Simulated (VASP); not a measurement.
# SnBi2O (R-3m) in VASP: single point with PBE

Aim: the single point of SnBi2O with PBE.

Everything below comes from runs of VASP 6.6.1. Logs are shortened: lines on timing, memory, paths and dates and some standing lists are left out, and cuts for length are marked.

## (1) The cell of the first run

The structure is trigonal, space group R-3m (No. 166). Conventional cell: a = 4.089 Å, b = 4.089 Å, c = 20.131 Å, α = 90.00°, β = 90.00°, γ = 120.00°. Sn (site symmetry -3m) has 6 Bi at 3.11 Å and 6 Sn at 4.09 Å and 6 O at 4.10 Å within 4.2 Å. Bi (site symmetry 3m) has 3 O at 2.71 Å and 3 Sn at 3.11 Å and 3 Bi at 3.56 Å within 3.6 Å. Within 3.6 Å of O (site symmetry -3m) lie 6 Bi at 2.71 Å.

The cell was generated, and may not be a known phase.

## (2) Single point, PBE

Input file INCAR:

```
SYSTEM = SnBi2O
PREC = Accurate
ENCUT = 520
EDIFF = 1E-6
ISMEAR = 0
SIGMA = 0.1
LREAL = .FALSE.
LASPH = .TRUE.
NELM = 60
ALGO = Normal
ISIF = 2
LWAVE = .FALSE.
LCHARG = .FALSE.
GGA = PE
NBANDS = 33
```

Input file KPOINTS:

```
regular mesh
0
G
  6 6 6
  0 0 0
```

Input file POSCAR:

```
SnBi2O
1.0
    2.0446398146      1.1804733474      6.7102707852
   -2.0446398146      1.1804733474      6.7102707852
    0.0000000000     -2.3609466947      6.7102707852
Sn Bi O
1 2 1
Direct
    0.5000000000      0.5000000000      0.5000000000
    0.2672380737      0.2672380737      0.2672380737
    0.7327619263      0.7327619263      0.7327619263
    0.0000000000      0.0000000000      0.0000000000
```

Potentials or basis: VASP PAW PBE potentials, release 64 (Sn_d, Bi_d, O).

Run with:

```bash
$ cat potpaw_PBE.64/Sn_d/POTCAR potpaw_PBE.64/Bi_d/POTCAR potpaw_PBE.64/O/POTCAR > POTCAR
$ mpirun -np 1 vasp_std > vasp.out
```

OUTCAR:

```text
SYSTEM = SnBi2O
   PREC = Accurate
   ENCUT = 520
   EDIFF = 1E-6
   ISMEAR = 0
   LREAL = .FALSE.
   LASPH = .TRUE.
   NELM = 60
   ISIF = 2
   GGA = PE

 ion  position               nearest neighbor table
   1  0.500  0.500  0.500-   2 3.11   2 3.11   3 3.11   3 3.11   2 3.11   3 3.11
   2  0.267  0.267  0.267-   4 2.71   4 2.71   4 2.71   1 3.11   1 3.11   1 3.11   3 3.56   3 3.56
                             3 3.56
   3  0.733  0.733  0.733-   4 2.71   4 2.71   4 2.71   1 3.11   1 3.11   1 3.11   2 3.56   2 3.56
                             2 3.56
   4  0.000  0.000  0.000-   3 2.71   3 2.71   2 2.71   2 2.71   3 2.71   2 2.71

  LATTYP: Found a trigonal (rhomboedric) cell.
 ALAT       =     7.1134944511
 COS(alpha) =     0.8347666803

  Lattice vectors:

 A1 = (   2.0446398146,   1.1804733474,   6.7102707852)
 A2 = (  -2.0446398146,   1.1804733474,   6.7102707852)
 A3 = (   0.0000000000,  -2.3609466947,   6.7102707852)

Analysis of symmetry for initial positions (statically):
=====================================================================
 Subroutine PRICEL returns:
 Original cell was already a primitive cell.

 Routine SETGRP: Setting up the symmetry group for a
 trigonal (rhombohedral) supercell.

 Subroutine GETGRP returns: Found 12 space group operations
 (whereof 12 operations were pure point group operations)
 out of a pool of 12 trial point group operations.

The static configuration has the point symmetry D_3d.

Analysis of symmetry for dynamics (positions and initial velocities):
=====================================================================
 Subroutine PRICEL returns:
 Original cell was already a primitive cell.

 Routine SETGRP: Setting up the symmetry group for a
 trigonal (rhombohedral) supercell.

 Subroutine GETGRP returns: Found 12 space group operations
 (whereof 12 operations were pure point group operations)
 out of a pool of 12 trial point group operations.

The dynamic configuration has the point symmetry D_3d.

 Subroutine INISYM returns: Found 12 space group operations
 (whereof 12 operations are pure point group operations),
 and found     1 'primitive' translations

----------------------------------------------------------------------------------------

                                     Primitive cell

  volume of cell :      97.1772

  direct lattice vectors                    reciprocal lattice vectors
     2.044639815  1.180473347  6.710270785     0.244541849  0.141186302  0.049675094
    -2.044639815  1.180473347  6.710270785    -0.244541849  0.141186302  0.049675094
     0.000000000 -2.360946695  6.710270785     0.000000000 -0.282372604  0.049675094

  length of vectors
     7.113494451  7.113494451  7.113494451     0.286708742  0.286708742  0.286708742

  position of ions in fractional coordinates (direct lattice)
     0.500000000  0.500000000  0.500000000
     0.267238074  0.267238074  0.267238074
     0.732761926  0.732761926  0.732761926
     0.000000000  0.000000000  0.000000000

  ion indices of the primitive-cell ions
   primitive index   ion index
                 1           1
                 2           2
                 3           3
                 4           4

----------------------------------------------------------------------------------------

 KPOINTS: regular mesh

Automatic generation of k-mesh.
 Grid dimensions read from file:
 generate k-points for:    6    6    6

 Generating k-lattice:

  Cartesian coordinates                     Fractional coordinates (reciprocal lattice)
     0.040756975  0.023531050  0.008279182     0.166666667  0.000000000  0.000000000
    -0.040756975  0.023531050  0.008279182     0.000000000  0.166666667  0.000000000
     0.000000000 -0.047062101  0.008279182     0.000000000  0.000000000  0.166666667

  Length of vectors
     0.047784790  0.047784790  0.047784790

  Shift w.r.t. Gamma in fractional coordinates (k-lattice)
     0.000000000  0.000000000  0.000000000

 Subroutine IBZKPT returns following result:
 ===========================================

 Found     32 irreducible k-points:

 Following reciprocal coordinates:
            Coordinates               Weight
  0.000000  0.000000  0.000000      1.000000
  0.166667 -0.000000  0.000000      6.000000
  0.333333  0.000000 -0.000000      6.000000
  0.500000 -0.000000  0.000000      3.000000
  0.166667  0.166667  0.000000      6.000000
  0.333333  0.166667  0.000000     12.000000
[... 16 lines left out ...]
  0.500000  0.500000  0.166667      6.000000
 -0.333333  0.500000  0.166667     12.000000
 [... further k-points ...]
   k-points           NKPTS =     32   k-points in BZ     NKDIM =     32   number of bands    NBANDS=     33
   number of dos      NEDOS =    301   number of ions     NIONS =      4
   total plane-waves  NPLWV = 157464
   dimension x,y,z NGX =    54 NGY =   54 NGZ =   54
   dimension x,y,z NGXF=   108 NGYF=  108 NGZF=  108
   ions per type =               1   2   1
   NGX,Y,Z   is equivalent  to a cutoff of  12.62, 12.62, 12.62 a.u.
   NGXF,Y,Z  is equivalent  to a cutoff of  25.24, 25.24, 25.24 a.u.
 SYSTEM =  SnBi2O
   PREC   = accura    normal or accurate (medium, high low for compatibility)
   ISTART =      0    job   : 0-new  1-cont  2-samecut
   ICHARG =      2    charge: 1-file 2-atom 10-const
   ISPIN  =      1    spin polarized calculation?
   LNONCOLLINEAR =      F non collinear calculations
   LSORBIT =      F    spin-orbit coupling
   LASPH  =      T    aspherical Exc in radial PAW
   ENCUT  =  520.0 eV  38.22 Ry    6.18 a.u.  13.23 13.23 13.23*2*pi/ulx,y,z
   NELM   =     60;   NELMIN=  2; NELMDL= -5     # of ELM steps
   EDIFF  = 0.1E-05   stopping-criterion for ELM
   LREAL  =      F    real-space projection
   EDIFFG = 0.1E-04   stopping-criterion for IOM
   NSW    =      0    number of steps for IOM
   IBRION =     -1    ionic relax: 0-MD 1-quasi-New 2-CG
   NFREE  =      0    steps in history (QN), initial steepest desc. (CG)
   ISIF   =      2    stress and relaxation
   ISYM   =      2    0-nonsym 1-usesym 2-fastsym
   POTIM  = 0.5000    time-step for ionic-motion
   TEBEG  =    0.0;   TEEND  =   0.0 temperature during run
   PSTRESS=    0.0 pullay stress
   NELECT =      50.0000    total number of electrons
   NUPDOWN=      -1.0000    fix difference up-down
   EMIN   =  10.00;   EMAX   =-10.00  energy-range for DOS
   EFERMI =   0.00;   METHOD = LEGACY
   ISMEAR =     0;   SIGMA  =   0.10  broadening in eV -4-tet -1-fermi 0-gaus
   EFERMI_NEDOS =   21; number of points for ismear=-14 and -15
   IALGO  =     38    algorithm
   IMIX   =      4    mixing-type and parameters
     AMIX     =   0.40;   BMIX     =  1.00
     AMIX_MAG =   1.60;   BMIX_MAG =  1.00
  volume/ion in A,a.u.               =      24.29       163.95
  Fermi-wavevector in a.u.,A,eV,Ry     =   1.311828  2.478995 23.414149  1.720891
  Thomas-Fermi vector in A             =   2.442262
   LORBIT       =      0    0 simple, 1 ext, 2 COOP (PROOUT), +10 PAW based schemes
   GGA     = PE    functional components
   LHFCALC =     F    Hartree Fock is set to
   AEXX    =    0.0000 exact exchange contribution
   IVDW    =     0    specifies the selected vdW correction
   LEPSILON=     F    determine dielectric tensor
   LRPA    =     F    only Hartree local field effects (RPA)
 non-spin polarized calculation
 Gauss-broadening in eV      SIGMA  =   0.10
  energy-cutoff  :      520.00
  volume of cell :       97.18
 maximum number of plane-waves:      2640
 NGX is ok and might be reduce to    54
   NGX = 27   NGY = 27   NGZ = 27

 number of electron      49.9999998 magnetization

 Free energy of the ion-electron system (eV)
  ---------------------------------------------------
  ext. energy  EPLUGINS =         0.00000000
  ---------------------------------------------------
  free energy    TOTEN  =       -16.99273590 eV

  energy without entropy =      -16.98351018  energy(sigma->0) =      -16.98812304

 E-fermi :   7.5138     XC(G=0): -10.3396

 val. band max:        7.4295028750   @ k =  -0.1667   0.3333   0.1667
 cond. band min:       7.5245340266   @ k =   0.0000   0.0000   0.0000
 fundamental gap:      0.0950311516
 Fermi energy:         7.5137962501

 k-point     1 :       0.0000    0.0000    0.0000
  band No.  band energies     occupation
      1     -15.7618      2.00000
      2     -15.7618      2.00000
      3     -15.7423      2.00000
      4     -15.7423      2.00000
      5     -15.7285      2.00000
      6     -15.7216      2.00000
[... 25 lines left out ...]
     32      13.7873      0.00000
     33      14.5226      0.00000

 k-point     2 :       0.1667   -0.0000    0.0000
  band No.  band energies     occupation
      1     -15.7621      2.00000
      2     -15.7594      2.00000
      3     -15.7526      2.00000
      4     -15.7350      2.00000
      5     -15.7206      2.00000
      6     -15.7196      2.00000
[... 25 lines left out ...]
     32      13.2698      0.00000
     33      14.8661      0.00000

 k-point     3 :       0.3333    0.0000   -0.0000
  band No.  band energies     occupation
      1     -15.7676      2.00000
      2     -15.7603      2.00000
      3     -15.7593      2.00000
      4     -15.7266      2.00000
      5     -15.7198      2.00000
      6     -15.7170      2.00000
[... 25 lines left out ...]
     32      13.0134      0.00000
     33      14.5808      0.00000

 k-point     4 :       0.5000   -0.0000    0.0000
  band No.  band energies     occupation
      1     -15.7717      2.00000
      2     -15.7607      2.00000
      3     -15.7581      2.00000
      4     -15.7338      2.00000
      5     -15.7222      2.00000
      6     -15.7113      2.00000
[... 673 lines left out ...]
     32      13.3154      0.00000
     33      15.5872      0.00000

 k-point    23 :       0.5000    0.5000    0.1667
  band No.  band energies     occupation
      1     -15.7664      2.00000
      2     -15.7641      2.00000
      3     -15.7552      2.00000
      4     -15.7286      2.00000
      5     -15.7230      2.00000
      6     -15.7196      2.00000
[... 25 lines left out ...]
     32      13.0330      0.00000
     33      16.1870      0.00000

 k-point    24 :      -0.3333    0.5000    0.1667
  band No.  band energies     occupation
      1     -15.7760      2.00000
      2     -15.7585      2.00000
      3     -15.7500      2.00000
      4     -15.7318      2.00000
      5     -15.7204      2.00000
      6     -15.7145      2.00000
[... 25 lines left out ...]
     32      13.2040      0.00000
     33      15.7517      0.00000

 [... further k-points ...]

------------------------ aborting loop because EDIFF is reached ----------------------------------------

  FORCE on cell =-STRESS in cart. coord.  units (eV):
  Direction    XX          YY          ZZ          XY          YZ          ZX
  --------------------------------------------------------------------------------------
  -------------------------------------------------------------------------------------
  Total       -0.0073831     -0.0073831     -0.1215514      0.0000000     -0.0000000      0.0000000
  in kB       -0.1217261     -0.1217261     -2.0040402      0.0000000     -0.0000000      0.0000000
  external PRESSURE =      -0.7491641 kB  Pullay stress =       0.0000000 kB

 VOLUME and BASIS-vectors are now :
 -----------------------------------------------------------------------------
  energy-cutoff  :      520.00
  volume of cell :       97.18
      direct lattice vectors                 reciprocal lattice vectors
     2.044639815  1.180473347  6.710270785     0.244541849  0.141186302  0.049675094
    -2.044639815  1.180473347  6.710270785    -0.244541849  0.141186302  0.049675094
     0.000000000 -2.360946695  6.710270785     0.000000000 -0.282372604  0.049675094

 POSITION                                       TOTAL-FORCE (eV/Angst)
 -----------------------------------------------------------------------------------
      0.00000      0.00000     10.06541        -0.000000     -0.000000      0.000000
      0.00000      0.00000      5.37972         0.000000     -0.000000     -0.013312
      0.00000      0.00000     14.75109         0.000000      0.000000      0.013312
      0.00000      0.00000      0.00000         0.000000     -0.000000      0.000000
 -----------------------------------------------------------------------------------
    total drift:                               -0.000000     -0.000000      0.000000

  FREE ENERGIE OF THE ION-ELECTRON SYSTEM (eV)
  ---------------------------------------------------
  free  energy   TOTEN  =       -16.9927359021 eV

  energy  without entropy=      -16.9835101772  energy(sigma->0) =      -16.98812304
```

It took 3.1 min on 1 thread of Oxide Virtual Turin-like, shared host; peak memory 0.41 GiB.

What came out:

- Free energy: -16.9927 eV
- Pressure: -0.1 GPa
- Largest force: 0.013 eV/Å
- Band gap on the k mesh: zero (bands 25 and 26 overlap by 0.96 eV)

Forces on the atoms (eV/Å):
```
Sn   0.000  0.000  0.000
Bi   0.000  0.000 -0.013
Bi   0.000  0.000  0.013
O    0.000  0.000  0.000
```

Caveat: spin-orbit coupling is left out, which moves the levels of the heavy elements.

The gap in the log of VASP goes by the Fermi energy; the results here count the filled bands.